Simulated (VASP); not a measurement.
# GaSb (I-4m2) in VASP: single point with r2SCAN

Aim: the single point of GaSb with r2SCAN.

All numbers are computed with VASP 6.6.1; they aren't measurements. Logs are shortened: lines on timing, memory, paths and dates and some standing lists are left out, and cuts for length are marked.

## Step 1: The cell of the first run

The structure is tetragonal, space group I-4m2 (No. 119). Conventional cell: a = 4.285 Å, b = 4.285 Å, c = 6.192 Å, α = 90.00°, β = 90.00°, γ = 90.00°. Ga (site symmetry -4m2) has 4 Sb at 2.64 Å within 3.5 Å. Within 3.5 Å of Sb (site symmetry -4m2) lie 4 Ga at 2.64 Å.

## Step 2: Single point, r2SCAN (epitaxial xy strain -1.2%)

The input, POSCAR:

```
GaSb
1.0
    0.0000000000      3.0297014304      3.0959595446
    3.0297014304      0.0000000000      3.0959595446
    3.0297014304      3.0297014304      0.0000000000
Ga Sb
1 1
Direct
    0.0000000000      0.0000000000      0.0000000000
    0.2500000000      0.2500000000      0.2500000000
```

The input, INCAR.step1:

```
  PREC = Accurate
  ENCUT = 520
  ISMEAR = -1
  SIGMA = 0.02
  LREAL = F
  LASPH = T
  NELM = 80
  NBANDS = 16
  GGA = PE
  ALGO = Normal
  EDIFF = 1E-4
  LWAVE = T
  LCHARG = F
```

The input, INCAR.step2:

```
  PREC = Accurate
  ENCUT = 520
  EDIFF = 1E-6
  ISMEAR = -1
  SIGMA = 0.02
  LREAL = F
  LASPH = T
  NELM = 80
  ALGO = Normal
  ISIF = 2
  LWAVE = F
  LCHARG = F
  METAGGA = R2SCAN
  LMIXTAU = T
  NBANDS = 16
  ISTART = 1
```

The input, KPOINTS:

```
Automatic mesh
0
Gamma
  8 8 8
```

Potentials or basis: VASP PAW PBE potentials, release 64 (Ga_d, Sb).

Run with:

```sh
cat potpaw_PBE.64/Ga_d/POTCAR potpaw_PBE.64/Sb/POTCAR > POTCAR
cp INCAR.step1 INCAR
mpirun -np 1 vasp_std > vasp.out
cp INCAR.step2 INCAR
mpirun -np 1 vasp_std > vasp.out
```

OUTCAR:

```text
PREC = Accurate
   ENCUT = 520
   EDIFF = 1E-6
   ISMEAR = -1
   LREAL = F
   LASPH = T
   NELM = 80
   ISIF = 2
   METAGGA = R2SCAN
   ISTART = 1

 ion  position               nearest neighbor table
   1  0.000  0.000  0.000-   2 2.64   2 2.64   2 2.64   2 2.64
   2  0.250  0.250  0.250-   1 2.64   1 2.64   1 2.64   1 2.64

  LATTYP: Found a body centered tetragonal cell.
 ALAT       =     4.2846448528
 C/A-ratio  =     1.4451417333

  Lattice vectors:

 A1 = (  -3.0297014304,   0.0000000000,   3.0959595446)
 A2 = (   3.0297014304,   0.0000000000,   3.0959595446)
 A3 = (   0.0000000000,   3.0297014304,  -3.0959595446)

Analysis of symmetry for initial positions (statically):
=====================================================================
 Subroutine PRICEL returns:
 Original cell was already a primitive cell.

 Routine SETGRP: Setting up the symmetry group for a
 body centered tetragonal supercell.

 Subroutine GETGRP returns: Found  8 space group operations
 (whereof  8 operations were pure point group operations)
 out of a pool of 16 trial point group operations.

The static configuration has the point symmetry D_2d.

Analysis of symmetry for dynamics (positions and initial velocities):
=====================================================================
 Subroutine PRICEL returns:
 Original cell was already a primitive cell.

 Routine SETGRP: Setting up the symmetry group for a
 body centered tetragonal supercell.

 Subroutine GETGRP returns: Found  8 space group operations
 (whereof  8 operations were pure point group operations)
 out of a pool of 16 trial point group operations.

The dynamic configuration has the point symmetry D_2d.

 Subroutine INISYM returns: Found  8 space group operations
 (whereof  8 operations are pure point group operations),
 and found     1 'primitive' translations

----------------------------------------------------------------------------------------

                                     Primitive cell

  volume of cell :      56.8362

  direct lattice vectors                    reciprocal lattice vectors
     0.000000000  3.029701430  3.095959545    -0.165032764  0.165032764  0.161500818
     3.029701430  0.000000000  3.095959545     0.165032764 -0.165032764  0.161500818
     3.029701430  3.029701430  0.000000000     0.165032764  0.165032764 -0.161500818

[... 73 lines left out ...]
 SYSTEM =  unknown system
   PREC   = accura    normal or accurate (medium, high low for compatibility)
   ISTART =      1    job   : 0-new  1-cont  2-samecut
   ICHARG =      0    charge: 1-file 2-atom 10-const
   ISPIN  =      1    spin polarized calculation?
   LNONCOLLINEAR =      F non collinear calculations
   LSORBIT =      F    spin-orbit coupling
   LASPH  =      T    aspherical Exc in radial PAW
   ENCUT  =  520.0 eV  38.22 Ry    6.18 a.u.   8.05  8.05  7.97*2*pi/ulx,y,z
   NELM   =     80;   NELMIN=  2; NELMDL=  0     # of ELM steps
   EDIFF  = 0.1E-05   stopping-criterion for ELM
   LREAL  =      F    real-space projection
   EDIFFG = 0.1E-04   stopping-criterion for IOM
   NSW    =      0    number of steps for IOM
   IBRION =     -1    ionic relax: 0-MD 1-quasi-New 2-CG
   NFREE  =      0    steps in history (QN), initial steepest desc. (CG)
   ISIF   =      2    stress and relaxation
   ISYM   =      2    0-nonsym 1-usesym 2-fastsym
   POTIM  = 0.5000    time-step for ionic-motion
   TEBEG  =    0.0;   TEEND  =   0.0 temperature during run
   PSTRESS=    0.0 pullay stress
   NELECT =      18.0000    total number of electrons
   NUPDOWN=      -1.0000    fix difference up-down
   EMIN   =  10.00;   EMAX   =-10.00  energy-range for DOS
   EFERMI =   0.00;   METHOD = LEGACY
   ISMEAR =    -1;   SIGMA  =   0.02  broadening in eV -4-tet -1-fermi 0-gaus
   EFERMI_NEDOS =   21; number of points for ismear=-14 and -15
   IALGO  =     38    algorithm
   IMIX   =      4    mixing-type and parameters
     AMIX     =   0.40;   BMIX     =  1.00
     AMIX_MAG =   1.60;   BMIX_MAG =  1.00
  volume/ion in A,a.u.               =      28.42       191.77
  Fermi-wavevector in a.u.,A,eV,Ry     =   1.115897  2.108739 16.942323  1.245226
  Thomas-Fermi vector in A             =   2.252506
   LORBIT       =      0    0 simple, 1 ext, 2 COOP (PROOUT), +10 PAW based schemes
   METAGGA = R2SCAN    functional components
   LHFCALC =     F    Hartree Fock is set to
   AEXX    =    0.0000 exact exchange contribution
   IVDW    =     0    specifies the selected vdW correction
   LEPSILON=     F    determine dielectric tensor
   LRPA    =     F    only Hartree local field effects (RPA)
 non-spin polarized calculation
  energy-cutoff  :      520.00
  volume of cell :       56.84
 maximum number of plane-waves:      1556
   NGX = 17   NGY = 17   NGZ = 15

 number of electron      17.9999987 magnetization

 Free energy of the ion-electron system (eV)
  ---------------------------------------------------
  ext. energy  EPLUGINS =         0.00000000
  ---------------------------------------------------
  free energy    TOTEN  =       -37.59548070 eV

  energy without entropy =      -37.59548067  energy(sigma->0) =      -37.59548069

 E-fermi :   5.0412     XC(G=0):  -9.7551

 val. band max:        4.8068477821   @ k =   0.0000   0.0000   0.0000
 cond. band min:       5.2617595751   @ k =   0.0000   0.0000   0.0000
 fundamental gap:      0.4549117930
 Fermi energy:         5.0412393175

 k-point     1 :       0.0000    0.0000    0.0000
  band No.  band energies     occupation
      1     -10.7531      2.00000
      2     -10.7504      2.00000
      3     -10.7503      2.00000
      4     -10.6946      2.00000
      5     -10.6920      2.00000
      6      -7.2224      2.00000
[... 433 lines left out ...]
      3     -10.7384      2.00000
      4     -10.6976      2.00000
      5     -10.6908      2.00000
      6      -5.9696      2.00000
[... 8 lines left out ...]
     15      13.8378      0.00000
     16      14.5600      0.00000

 [... further k-points ...]
[... 5 lines left out ...]
  --------------------------------------------------------------------------------------
  -------------------------------------------------------------------------------------
  Total        0.4353918      0.4353918      0.0440703      0.0000000      0.0000000      0.0000000
  in kB       12.2734271     12.2734271      1.2423157      0.0000000      0.0000000      0.0000000
  external PRESSURE =       8.5963899 kB  Pullay stress =       0.0000000 kB

 VOLUME and BASIS-vectors are now :
 -----------------------------------------------------------------------------
  energy-cutoff  :      520.00
  volume of cell :       56.84
      direct lattice vectors                 reciprocal lattice vectors
     0.000000000  3.029701430  3.095959545    -0.165032764  0.165032764  0.161500818
     3.029701430  0.000000000  3.095959545     0.165032764 -0.165032764  0.161500818
     3.029701430  3.029701430  0.000000000     0.165032764  0.165032764 -0.161500818

 POSITION                                       TOTAL-FORCE (eV/Angst)
 -----------------------------------------------------------------------------------
      0.00000      0.00000      0.00000         0.000000      0.000000      0.000000
      1.51485      1.51485      1.54798        -0.000000     -0.000000      0.000000
 -----------------------------------------------------------------------------------
    total drift:                                0.000001      0.000001     -0.000007

  FREE ENERGIE OF THE ION-ELECTRON SYSTEM (eV)
  ---------------------------------------------------
  free  energy   TOTEN  =       -37.5954807031 eV

  energy  without entropy=      -37.5954806717  energy(sigma->0) =      -37.59548069
```

OUTCAR.step1:

```text
PREC = Accurate
   ENCUT = 520
   ISMEAR = -1
   LREAL = F
   LASPH = T
   NELM = 80
[... 675 lines left out ...]
 -----------------------------------------------------------------------------------
      0.00000      0.00000      0.00000         0.000000      0.000000      0.000000
      1.51485      1.51485      1.54798        -0.000000     -0.000000      0.000000
 -----------------------------------------------------------------------------------
    total drift:                                0.000001      0.000001      0.000002

  FREE ENERGIE OF THE ION-ELECTRON SYSTEM (eV)
  ---------------------------------------------------
  free  energy   TOTEN  =        -7.3367566041 eV

  energy  without entropy=       -7.3366296309  energy(sigma->0) =       -7.33669312
```

Run time: 73 s. Hardware: 1 thread of Intel Xeon Platinum 8488C (Sapphire Rapids), shared host; peak memory 0.22 GiB.

What came out:

```yaml
Free_energy: -37.5955 eV
Pressure: 0.9 GPa
Band_gap_on_the_k_mesh: 0.46 eV, direct
```

Caveat: the cell differs from its parent crystal (epitaxial xy strain -1.2%); the PAW data sets were made with another functional, which shifts forces and pressure a little; spin-orbit coupling is left out, which moves the levels of the heavy elements. A k mesh can miss the band edges.
